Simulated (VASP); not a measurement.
# InSe (R3m) in VASP: single point with PBEsol+D3(BJ)

Aim: the single point of InSe with PBEsol+D3(BJ).

All numbers are computed with VASP 6.6.1; they aren't measurements. Logs are shortened: lines on timing, memory, paths and dates and some standing lists are left out, and cuts for length are marked.

## 1. The cell of the first run

Symmetry: R3m, No. 160, trigonal system. Conventional cell: a = 4.120 Å, b = 4.120 Å, c = 25.699 Å, α = 90.00°, β = 90.00°, γ = 120.00°. In (site symmetry 3m) has 3 Se at 2.72 Å and 1 In at 2.88 Å within 3.6 Å. In (site symmetry 3m) has 3 Se at 2.72 Å and 1 In at 2.88 Å within 3.6 Å. Se (site symmetry 3m) has 3 In at 2.72 Å within 3.6 Å. Within 3.6 Å of Se (site symmetry 3m) lie 3 In at 2.72 Å.

## 2. Single point, PBEsol+D3(BJ) (strain +0.030 along x and y, +0.030 along z)

INCAR reads:

```
  PREC = Accurate
  ENCUT = 520
  EDIFF = 1E-6
  ISMEAR = 0
  SIGMA = 0.03
  LREAL = F
  LASPH = T
  NELM = 60
  ALGO = Normal
  ISIF = 2
  LWAVE = F
  LCHARG = F
  GGA = PS
  IVDW = 12
  NBANDS = 27
```

KPOINTS reads:

```
Automatic mesh
0
Gamma
  12 12 12
```

POSCAR reads:

```
InSe
1.0
    2.0599996398      1.1893413466      8.5661701000
   -2.0599996398      1.1893413466      8.5661701000
    0.0000000000     -2.3786826932      8.5661701000
In Se
2 2
Direct
    0.0000000000      0.0000000000      0.0000000000
    0.1122000000      0.1122000000      0.1122000000
    0.6155000000      0.6155000000      0.6155000000
    0.8300000000      0.8300000000      0.8300000000
```

Potentials or basis: VASP PAW PBE potentials, release 64 (In_d, Se).

Run with:

```bash
$ cat potpaw_PBE.64/In_d/POTCAR potpaw_PBE.64/Se/POTCAR > POTCAR
$ mpirun -np 1 vasp_std > vasp.out
```

OUTCAR:

```text
PREC = Accurate
   ENCUT = 520
   EDIFF = 1E-6
   ISMEAR = 0
   LREAL = F
   LASPH = T
   NELM = 60
   ISIF = 2
   GGA = PS
   IVDW = 12
 IVDW          = 12

 ion  position               nearest neighbor table
   1  0.000  0.000  0.000-   3 2.72   3 2.72   3 2.72   2 2.88
   2  0.112  0.112  0.112-   4 2.72   4 2.72   4 2.72   1 2.88
   3  0.615  0.615  0.615-   1 2.72   1 2.72   1 2.72
   4  0.830  0.830  0.830-   2 2.72   2 2.72   2 2.72

  LATTYP: Found a trigonal (rhomboedric) cell.
 ALAT       =     8.8902981692
 COS(alpha) =     0.8926179648

  Lattice vectors:

 A1 = (   2.0599996398,   1.1893413466,   8.5661701000)
 A2 = (  -2.0599996398,   1.1893413466,   8.5661701000)
 A3 = (   0.0000000000,  -2.3786826932,   8.5661701000)

Analysis of symmetry for initial positions (statically):
=====================================================================
 Subroutine PRICEL returns:
 Original cell was already a primitive cell.

 Routine SETGRP: Setting up the symmetry group for a
 trigonal (rhombohedral) supercell.

 Subroutine GETGRP returns: Found  6 space group operations
 (whereof  6 operations were pure point group operations)
 out of a pool of 12 trial point group operations.

The static configuration has the point symmetry C_3v.

Analysis of symmetry for dynamics (positions and initial velocities):
=====================================================================
 Subroutine PRICEL returns:
 Original cell was already a primitive cell.

 Routine SETGRP: Setting up the symmetry group for a
 trigonal (rhombohedral) supercell.

 Subroutine GETGRP returns: Found  6 space group operations
 (whereof  6 operations were pure point group operations)
 out of a pool of 12 trial point group operations.

The dynamic configuration has the point symmetry C_3v.

 Subroutine INISYM returns: Found  6 space group operations
 (whereof  6 operations are pure point group operations),
 and found     1 'primitive' translations

----------------------------------------------------------------------------------------

                                     Primitive cell

  volume of cell :     125.9249

  direct lattice vectors                    reciprocal lattice vectors
     2.059999640  1.189341347  8.566170100     0.242718489  0.140133585  0.038912761
    -2.059999640  1.189341347  8.566170100    -0.242718489  0.140133585  0.038912761
     0.000000000 -2.378682693  8.566170100     0.000000000 -0.280267170  0.038912761

  length of vectors
     8.890298169  8.890298169  8.890298169     0.282955632  0.282955632  0.282955632

  position of ions in fractional coordinates (direct lattice)
     0.000000000  0.000000000  0.000000000
     0.112200000  0.112200000  0.112200000
     0.615500000  0.615500000  0.615500000
     0.830000000  0.830000000  0.830000000

  ion indices of the primitive-cell ions
   primitive index   ion index
                 1           1
                 2           2
                 3           3
                 4           4

----------------------------------------------------------------------------------------

 KPOINTS: Automatic mesh

Automatic generation of k-mesh.
 Grid dimensions read from file:
 generate k-points for:   12   12   12

 Generating k-lattice:

  Cartesian coordinates                     Fractional coordinates (reciprocal lattice)
     0.020226541  0.011677799  0.003242730     0.083333333  0.000000000  0.000000000
    -0.020226541  0.011677799  0.003242730     0.000000000  0.083333333  0.000000000
     0.000000000 -0.023355597  0.003242730     0.000000000  0.000000000  0.083333333

  Length of vectors
     0.023579636  0.023579636  0.023579636

  Shift w.r.t. Gamma in fractional coordinates (k-lattice)
     0.000000000  0.000000000  0.000000000

 Subroutine IBZKPT returns following result:
 ===========================================

 Found    189 irreducible k-points:

 Following reciprocal coordinates:
            Coordinates               Weight
  0.000000  0.000000  0.000000      1.000000
  0.083333  0.000000  0.000000      6.000000
  0.166667  0.000000  0.000000      6.000000
  0.250000  0.000000  0.000000      6.000000
  0.333333 -0.000000  0.000000      6.000000
  0.416667  0.000000  0.000000      6.000000
[... 16 lines left out ...]
  0.500000  0.166667  0.000000     12.000000
 -0.416667  0.166667 -0.000000     12.000000
 [... further k-points ...]
   k-points           NKPTS =    189   k-points in BZ     NKDIM =    189   number of bands    NBANDS=     27
   number of dos      NEDOS =    301   number of ions     NIONS =      4
   total plane-waves  NPLWV = 343000
   dimension x,y,z NGX =    70 NGY =   70 NGZ =   70
   dimension x,y,z NGXF=   140 NGYF=  140 NGZF=  140
   ions per type =               2   2
   NGX,Y,Z   is equivalent  to a cutoff of  13.09, 13.09, 13.09 a.u.
   NGXF,Y,Z  is equivalent  to a cutoff of  26.18, 26.18, 26.18 a.u.
 SYSTEM =  unknown system
   PREC   = accura    normal or accurate (medium, high low for compatibility)
   ISTART =      0    job   : 0-new  1-cont  2-samecut
   ICHARG =      2    charge: 1-file 2-atom 10-const
   ISPIN  =      1    spin polarized calculation?
   LNONCOLLINEAR =      F non collinear calculations
   LSORBIT =      F    spin-orbit coupling
   LASPH  =      T    aspherical Exc in radial PAW
   ENCUT  =  520.0 eV  38.22 Ry    6.18 a.u.  16.53 16.53 16.53*2*pi/ulx,y,z
   NELM   =     60;   NELMIN=  2; NELMDL= -5     # of ELM steps
   EDIFF  = 0.1E-05   stopping-criterion for ELM
   LREAL  =      F    real-space projection
   EDIFFG = 0.1E-04   stopping-criterion for IOM
   NSW    =      0    number of steps for IOM
   IBRION =     -1    ionic relax: 0-MD 1-quasi-New 2-CG
   NFREE  =      0    steps in history (QN), initial steepest desc. (CG)
   ISIF   =      2    stress and relaxation
   ISYM   =      2    0-nonsym 1-usesym 2-fastsym
   POTIM  = 0.5000    time-step for ionic-motion
   TEBEG  =    0.0;   TEEND  =   0.0 temperature during run
   PSTRESS=    0.0 pullay stress
   NELECT =      38.0000    total number of electrons
   NUPDOWN=      -1.0000    fix difference up-down
   EMIN   =  10.00;   EMAX   =-10.00  energy-range for DOS
   EFERMI =   0.00;   METHOD = LEGACY
   ISMEAR =     0;   SIGMA  =   0.03  broadening in eV -4-tet -1-fermi 0-gaus
   EFERMI_NEDOS =   21; number of points for ismear=-14 and -15
   IALGO  =     38    algorithm
   IMIX   =      4    mixing-type and parameters
     AMIX     =   0.40;   BMIX     =  1.00
     AMIX_MAG =   1.60;   BMIX_MAG =  1.00
  volume/ion in A,a.u.               =      31.48       212.45
  Fermi-wavevector in a.u.,A,eV,Ry     =   1.098075  2.075062 16.405491  1.205770
  Thomas-Fermi vector in A             =   2.234447
   LORBIT       =      0    0 simple, 1 ext, 2 COOP (PROOUT), +10 PAW based schemes
   GGA     = PS    functional components
   LHFCALC =     F    Hartree Fock is set to
   AEXX    =    0.0000 exact exchange contribution
   IVDW    =    12    specifies the selected vdW correction
   LEPSILON=     F    determine dielectric tensor
   LRPA    =     F    only Hartree local field effects (RPA)
 non-spin polarized calculation
 Gauss-broadening in eV      SIGMA  =   0.03
  energy-cutoff  :      520.00
  volume of cell :      125.92
 maximum number of plane-waves:      3425
 NGX is ok and might be reduce to    70
   NGX = 33   NGY = 33   NGZ = 33

 number of electron      37.9999996 magnetization

 Free energy of the ion-electron system (eV)
  ---------------------------------------------------
  ext. energy  EPLUGINS =         0.00000000
  ---------------------------------------------------
  free energy    TOTEN  =       -15.47919407 eV

  energy without entropy =      -15.47919258  energy(sigma->0) =      -15.47919333

 E-fermi :   3.3185     XC(G=0):  -8.7903

 val. band max:        3.2703466340   @ k =   0.5000   0.5000   0.5000
 cond. band min:       3.3666317869   @ k =   0.5000   0.5000   0.5000
 fundamental gap:      0.0962851529
 Fermi energy:         3.3185027773

 k-point     1 :       0.0000    0.0000    0.0000
  band No.  band energies     occupation
      1     -11.2909      2.00000
      2     -11.1441      2.00000
      3     -11.1441      2.00000
      4     -11.0817      2.00000
      5     -11.0817      2.00000
      6     -11.0719      2.00000
[... 19 lines left out ...]
     26       8.5427      0.00000
     27      10.4028      0.00000

 k-point     2 :       0.0833    0.0000    0.0000
  band No.  band energies     occupation
      1     -11.2905      2.00000
      2     -11.1637      2.00000
      3     -11.1431      2.00000
      4     -11.0999      2.00000
      5     -11.0778      2.00000
      6     -11.0732      2.00000
[... 19 lines left out ...]
     26       8.6847      0.00000
     27      10.5869      0.00000

 k-point     3 :       0.1667    0.0000    0.0000
  band No.  band energies     occupation
      1     -11.2930      2.00000
      2     -11.2071      2.00000
      3     -11.1467      2.00000
      4     -11.1409      2.00000
      5     -11.0769      2.00000
      6     -11.0671      2.00000
[... 19 lines left out ...]
     26       9.0197      0.00000
     27       9.9894      0.00000

 k-point     4 :       0.2500    0.0000    0.0000
  band No.  band energies     occupation
      1     -11.3128      2.00000
      2     -11.2392      2.00000
      3     -11.2035      2.00000
      4     -11.1396      2.00000
      5     -11.0819      2.00000
      6     -11.0525      2.00000
[... 19 lines left out ...]
     26       9.4723      0.00000
     27       9.7275      0.00000
[... 516 lines left out ...]
      4     -11.1461      2.00000
      5     -11.0812      2.00000
      6     -11.0403      2.00000
[... 19 lines left out ...]
     26       9.7892      0.00000
     27      10.0460      0.00000

 k-point    23 :       0.5000    0.1667    0.0000
  band No.  band energies     occupation
      1     -11.3784      2.00000
      2     -11.2938      2.00000
      3     -11.2442      2.00000
      4     -11.1488      2.00000
      5     -11.0818      2.00000
      6     -11.0337      2.00000
[... 19 lines left out ...]
     26       9.8845      0.00000
     27      10.5522      0.00000

 k-point    24 :      -0.4167    0.1667   -0.0000
  band No.  band energies     occupation
      1     -11.3871      2.00000
      2     -11.3025      2.00000
      3     -11.2434      2.00000
      4     -11.1498      2.00000
      5     -11.0821      2.00000
      6     -11.0313      2.00000
[... 19 lines left out ...]
     26      10.0305      0.00000
     27      10.6682      0.00000

 [... further k-points ...]

------------------------ aborting loop because EDIFF is reached ----------------------------------------

 Edisp (eV)   -1.07375

 E8    (eV) :    -0.7326

  FORCE on cell =-STRESS in cart. coord.  units (eV):
  Direction    XX          YY          ZZ          XY          YZ          ZX
  --------------------------------------------------------------------------------------
  -------------------------------------------------------------------------------------
  Total      -3.74608    -3.74608    -4.00099     0.00000     0.00000     0.00000
  in kB     -47.66247   -47.66247   -50.90574     0.00000     0.00000     0.00000
  external pressure =      -48.74 kB  Pullay stress =        0.00 kB

 VOLUME and BASIS-vectors are now :
 -----------------------------------------------------------------------------
  energy-cutoff  :      520.00
  volume of cell :      125.92
      direct lattice vectors                 reciprocal lattice vectors
     2.059999640  1.189341347  8.566170100     0.242718489  0.140133585  0.038912761
    -2.059999640  1.189341347  8.566170100    -0.242718489  0.140133585  0.038912761
     0.000000000 -2.378682693  8.566170100     0.000000000 -0.280267170  0.038912761

 POSITION                                       TOTAL-FORCE (eV/Angst)
 -----------------------------------------------------------------------------------
      0.00000      0.00000      0.00000         0.000000      0.000000     -0.150206
      0.00000      0.00000      2.88337         0.000000      0.000000      0.144633
      0.00000      0.00000     15.81743         0.000000     -0.000000      0.549727
      0.00000      0.00000     21.32976         0.000000      0.000000     -0.544155
 -----------------------------------------------------------------------------------
    total drift:                               -0.000000     -0.000000     -0.000017

  FREE ENERGIE OF THE ION-ELECTRON SYSTEM (eV)
  ---------------------------------------------------
  free  energy   TOTEN  =       -16.5529459090 eV

  energy  without entropy=      -16.5529444132  energy(sigma->0) =      -16.55294516
```

Wall time 86 min (1 thread of Intel Xeon 8259CL, shared host); peak memory 1 GiB.

What came out:

```
Free energy                : -16.5529 eV
Pressure                   : -4.9 GPa
Largest force              : 0.550 eV/Å
Band gap on the k mesh     : 0.10 eV
Dispersion energy per atom : -0.268 eV
```

Forces in eV/Å, atoms in the order of the input:
```
In   0.000  0.000 -0.150
In   0.000  0.000  0.145
Se   0.000  0.000  0.550
Se   0.000  0.000 -0.544
```

Stress tensor (GPa, compression positive):
```
-4.77  0.00  0.00
 0.00 -4.77  0.00
 0.00  0.00 -5.09
```

Caveat: the cell differs from its parent crystal (strain +0.030 along x and y, +0.030 along z); the cell stands under tension; the PAW data sets were made with another functional, which shifts forces and pressure a little; spin-orbit coupling is left out, which moves the levels of the heavy elements. A k mesh can miss the band edges.
